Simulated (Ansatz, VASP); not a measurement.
# Ge in VASP and in Ansatz

```
Ge
1.0
    -2.00208   -3.46771    0.00000
     2.00208   -3.46771    0.00000
     0.00000    0.00000   19.14505
Ge
8
Direct
  0.00000 0.00000 0.10766
  0.00000 0.00000 0.23564
  0.00000 0.00000 0.45097
  0.00000 0.00000 0.57894
  0.66667 0.66667 0.06464
  0.33333 0.33333 0.27867
  0.33333 0.33333 0.40794
  0.66667 0.66667 0.62197
```

Alike in both runs: task single point; functional PBEsol; k mesh 11 × 11 × 3; occupations gaussian, width 0.15 eV; no spin polarisation.

|  | VASP | Ansatz |
| --- | --- | --- |
| version | VASP 6.6.1 | Ansatz 0.2.0 |
| potentials or method | VASP PAW PBE potentials, release 64 (Ge_d), cutoff 520 eV | scalar-relativistic, plane waves, PAW |
| valence electrons in the cell | 112 | 112 |

Ansatz gave:

```
gap on the k mesh at the Fermi level (eV) : none
rms of the force components (eV/Å)        : 0.102
```

Task: What did VASP give for the same quantities?

Result: gap on the k mesh at the Fermi level (eV): none; rms of the force components (eV/Å): 0.103.

VASP's potentials were made for PBE, not for PBEsol. Atom by atom the forces differ by 0.001 eV/Å (rms over components). A gap of «none» marks a metal or a gap that the smearing closes. Ansatz's warnings: xc potential rough in thin density.
